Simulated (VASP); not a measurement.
# BAs (I-4m2) in VASP: notebook, part 2 of 4

VASP 6.6.1. The steps go on from the part before.

## 3. Single point, PBE (epitaxial xy strain -4.0%)

Contents of INCAR:

```
ALGO     = Normal         # electronic algorithm
EDIFF    = 1E-7           # SCF threshold, eV
ENCUT    = 520            # plane-wave cutoff, eV
GGA      = PE             # functional
ISIF     = 2              # what is computed and relaxed
ISMEAR   = -1             # smearing method
LASPH    = True           # aspherical terms in the spheres
LCHARG   = False          # write CHGCAR
LREAL    = False          # projectors in reciprocal space
LWAVE    = False          # write WAVECAR
NBANDS   = 11             # bands
NELM     = 100            # most SCF steps
PREC     = Accurate       # precision mode
SIGMA    = 0.02           # smearing width, eV
```

Contents of KPOINTS:

```
k-points
0
Gamma
  10 10 10
```

Contents of POSCAR:

```
BAs
1.0
    0.0000000000      2.2961928999      2.4359659429
    2.2961928999      0.0000000000      2.4359659429
    2.2961928999      2.2961928999      0.0000000000
B As
1 1
Direct
    0.0000000000      0.0000000000      0.0000000000
    0.2500000000      0.2500000000      0.2500000000
```

Potentials or basis: VASP PAW PBE potentials, release 64 (B, As).

Command:

```sh
cat potpaw_PBE.64/B/POTCAR potpaw_PBE.64/As/POTCAR > POTCAR
mpirun -np 1 vasp_std > vasp.out
```

OUTCAR:

```text
EDIFF = 1E-7
   ENCUT = 520
   GGA = PE
   ISIF = 2
   ISMEAR = -1
   LASPH = True
   LREAL = False
   NELM = 100
   PREC = Accurate

 ion  position               nearest neighbor table
   1  0.000  0.000  0.000-   2 2.03   2 2.03   2 2.03   2 2.03
   2  0.250  0.250  0.250-   1 2.03   1 2.03   1 2.03   1 2.03

  LATTYP: Found a body centered tetragonal cell.
 ALAT       =     3.2473071409
 C/A-ratio  =     1.5002990707

  Lattice vectors:

 A1 = (  -2.2961928999,   0.0000000000,   2.4359659429)
 A2 = (   2.2961928999,   0.0000000000,   2.4359659429)
 A3 = (   0.0000000000,   2.2961928999,  -2.4359659429)

Analysis of symmetry for initial positions (statically):
=====================================================================
 Subroutine PRICEL returns:
 Original cell was already a primitive cell.

 Routine SETGRP: Setting up the symmetry group for a
 body centered tetragonal supercell.

 Subroutine GETGRP returns: Found  8 space group operations
 (whereof  8 operations were pure point group operations)
 out of a pool of 16 trial point group operations.

The static configuration has the point symmetry D_2d.

Analysis of symmetry for dynamics (positions and initial velocities):
=====================================================================
 Subroutine PRICEL returns:
 Original cell was already a primitive cell.

 Routine SETGRP: Setting up the symmetry group for a
 body centered tetragonal supercell.

 Subroutine GETGRP returns: Found  8 space group operations
 (whereof  8 operations were pure point group operations)
 out of a pool of 16 trial point group operations.

The dynamic configuration has the point symmetry D_2d.

 Subroutine INISYM returns: Found  8 space group operations
 (whereof  8 operations are pure point group operations),
 and found     1 'primitive' translations

----------------------------------------------------------------------------------------

                                     Primitive cell

  volume of cell :      25.6873

  direct lattice vectors                    reciprocal lattice vectors
     0.000000000  2.296192900  2.435965943    -0.217751740  0.217751740  0.205257385
     2.296192900  0.000000000  2.435965943     0.217751740 -0.217751740  0.205257385
     2.296192900  2.296192900  0.000000000     0.217751740  0.217751740 -0.205257385

  length of vectors
     3.347600918  3.347600918  3.247307141     0.370084092  0.370084092  0.370084092

  position of ions in fractional coordinates (direct lattice)
     0.000000000  0.000000000  0.000000000
     0.250000000  0.250000000  0.250000000

  ion indices of the primitive-cell ions
   primitive index   ion index
                 1           1
                 2           2

----------------------------------------------------------------------------------------

 KPOINTS: k-points

Automatic generation of k-mesh.
 Grid dimensions read from file:
 generate k-points for:   10   10   10

 Generating k-lattice:

  Cartesian coordinates                     Fractional coordinates (reciprocal lattice)
    -0.021775174  0.021775174  0.020525739     0.100000000  0.000000000  0.000000000
     0.021775174 -0.021775174  0.020525739     0.000000000  0.100000000  0.000000000
     0.021775174  0.021775174 -0.020525739    -0.000000000 -0.000000000  0.100000000

  Length of vectors
     0.037008409  0.037008409  0.037008409

  Shift w.r.t. Gamma in fractional coordinates (k-lattice)
     0.000000000  0.000000000  0.000000000

 Subroutine IBZKPT returns following result:
 ===========================================

 Found    102 irreducible k-points:

 Following reciprocal coordinates:
            Coordinates               Weight
  0.000000  0.000000  0.000000      1.000000
  0.100000  0.000000  0.000000      8.000000
  0.200000  0.000000  0.000000      8.000000
  0.300000  0.000000  0.000000      8.000000
  0.400000  0.000000  0.000000      8.000000
  0.500000  0.000000  0.000000      4.000000
[... 16 lines left out ...]
  0.300000  0.300000  0.000000      2.000000
  0.400000  0.300000  0.000000      8.000000
 [... further k-points ...]
   k-points           NKPTS =    102   k-points in BZ     NKDIM =    102   number of bands    NBANDS=     11
   number of dos      NEDOS =    301   number of ions     NIONS =      2
   total plane-waves  NPLWV =  18816
   dimension x,y,z NGX =    28 NGY =   28 NGZ =   24
   dimension x,y,z NGXF=    56 NGYF=   56 NGZF=   48
   ions per type =               1   1
   NGX,Y,Z   is equivalent  to a cutoff of  13.91, 13.91, 12.29 a.u.
   NGXF,Y,Z  is equivalent  to a cutoff of  27.81, 27.81, 24.57 a.u.
 SYSTEM =  unknown system
   PREC   = accura    normal or accurate (medium, high low for compatibility)
   ISTART =      0    job   : 0-new  1-cont  2-samecut
   ICHARG =      2    charge: 1-file 2-atom 10-const
   ISPIN  =      1    spin polarized calculation?
   LNONCOLLINEAR =      F non collinear calculations
   LSORBIT =      F    spin-orbit coupling
   LASPH  =      T    aspherical Exc in radial PAW
   ENCUT  =  520.0 eV  38.22 Ry    6.18 a.u.   6.22  6.22  6.04*2*pi/ulx,y,z
   NELM   =    100;   NELMIN=  2; NELMDL= -5     # of ELM steps
   EDIFF  = 0.1E-06   stopping-criterion for ELM
   LREAL  =      F    real-space projection
   EDIFFG = 0.1E-05   stopping-criterion for IOM
   NSW    =      0    number of steps for IOM
   IBRION =     -1    ionic relax: 0-MD 1-quasi-New 2-CG
   NFREE  =      0    steps in history (QN), initial steepest desc. (CG)
   ISIF   =      2    stress and relaxation
   ISYM   =      2    0-nonsym 1-usesym 2-fastsym
   POTIM  = 0.5000    time-step for ionic-motion
   TEBEG  =    0.0;   TEEND  =   0.0 temperature during run
   PSTRESS=    0.0 pullay stress
   NELECT =       8.0000    total number of electrons
   NUPDOWN=      -1.0000    fix difference up-down
   EMIN   =  10.00;   EMAX   =-10.00  energy-range for DOS
   EFERMI =   0.00;   METHOD = LEGACY
   ISMEAR =    -1;   SIGMA  =   0.02  broadening in eV -4-tet -1-fermi 0-gaus
   EFERMI_NEDOS =   21; number of points for ismear=-14 and -15
   IALGO  =     38    algorithm
   IMIX   =      4    mixing-type and parameters
     AMIX     =   0.40;   BMIX     =  1.00
     AMIX_MAG =   1.60;   BMIX_MAG =  1.00
  volume/ion in A,a.u.               =      12.84        86.67
  Fermi-wavevector in a.u.,A,eV,Ry     =   1.109683  2.096996 16.754158  1.231396
  Thomas-Fermi vector in A             =   2.246225
   LORBIT       =      0    0 simple, 1 ext, 2 COOP (PROOUT), +10 PAW based schemes
   GGA     = PE    functional components
   LHFCALC =     F    Hartree Fock is set to
   AEXX    =    0.0000 exact exchange contribution
   IVDW    =     0    specifies the selected vdW correction
   LEPSILON=     F    determine dielectric tensor
   LRPA    =     F    only Hartree local field effects (RPA)
 non-spin polarized calculation
  energy-cutoff  :      520.00
  volume of cell :       25.69
 maximum number of plane-waves:       709
 NGX is ok and might be reduce to    28
   NGX = 13   NGY = 13   NGZ = 13

 number of electron       8.0000000 magnetization

 Free energy of the ion-electron system (eV)
  ---------------------------------------------------
  ext. energy  EPLUGINS =         0.00000000
  ---------------------------------------------------
  free energy    TOTEN  =       -11.28444608 eV

  energy without entropy =      -11.28444608  energy(sigma->0) =      -11.28444608

 E-fermi :   7.3276     XC(G=0): -10.8465

 val. band max:        7.0101758816   @ k =   0.0000   0.0000   0.0000
 cond. band min:       7.6590355967   @ k =   0.4000   0.0000   0.4000
 fundamental gap:      0.6488597151
 Fermi energy:         7.3275872546

 k-point     1 :       0.0000    0.0000    0.0000
  band No.  band energies     occupation
      1      -9.1561      2.00000
      2       6.3742      2.00000
      3       7.0102      2.00000
      4       7.0102      2.00000
      5      10.0487      0.00000
      6      10.0487      0.00000
      7      10.4259      0.00000
      8      12.2002      0.00000
      9      16.6967      0.00000
     10      19.0043      0.00000
     11      20.1540      0.00000
[... 309 lines left out ...]
 k-point    24 :       0.4000    0.3000    0.0000
  band No.  band energies     occupation
      1      -6.5398      2.00000
      2      -0.1553      2.00000
      3       2.7772      2.00000
      4       3.4715      2.00000
      5       8.9857      0.00000
      6      10.5942      0.00000
      7      15.9529      0.00000
      8      16.3051      0.00000
      9      18.9438      0.00000
     10      23.0539      0.00000
     11      23.3892      0.00000

 [... further k-points ...]

------------------------ aborting loop because EDIFF is reached ----------------------------------------

  FORCE on cell =-STRESS in cart. coord.  units (eV):
  Direction    XX          YY          ZZ          XY          YZ          ZX
  --------------------------------------------------------------------------------------
  -------------------------------------------------------------------------------------
  Total        2.8476296      2.8476296      0.6059354      0.0000000      0.0000000     -0.0000000
  in kB      177.6135681    177.6135681     37.7936633      0.0000000      0.0000000     -0.0000000
  external PRESSURE =     131.0069332 kB  Pullay stress =       0.0000000 kB

 VOLUME and BASIS-vectors are now :
 -----------------------------------------------------------------------------
  energy-cutoff  :      520.00
  volume of cell :       25.69
      direct lattice vectors                 reciprocal lattice vectors
     0.000000000  2.296192900  2.435965943    -0.217751740  0.217751740  0.205257385
     2.296192900  0.000000000  2.435965943     0.217751740 -0.217751740  0.205257385
     2.296192900  2.296192900  0.000000000     0.217751740  0.217751740 -0.205257385

 POSITION                                       TOTAL-FORCE (eV/Angst)
 -----------------------------------------------------------------------------------
      0.00000      0.00000      0.00000         0.000000      0.000000     -0.000000
      1.14810      1.14810      1.21798        -0.000000     -0.000000      0.000000
 -----------------------------------------------------------------------------------
    total drift:                               -0.000000     -0.000000      0.000000

  FREE ENERGIE OF THE ION-ELECTRON SYSTEM (eV)
  ---------------------------------------------------
  free  energy   TOTEN  =       -11.2844460779 eV

  energy  without entropy=      -11.2844460775  energy(sigma->0) =      -11.28444608
```

Wall time 33 s (1 thread of Intel Xeon 8259CL, shared host); peak memory 0.17 GiB.

Results:

| Quantity | Value |
| --- | --- |
| Free energy | -11.2844 eV |
| Pressure | 13.1 GPa |
| Band gap on the k mesh | 0.65 eV, indirect (least direct gap 3.04 eV) |

Caveat: the cell differs from its parent crystal (epitaxial xy strain -4.0%). A k mesh can miss the band edges.

(Continued in part 3 of 4.)
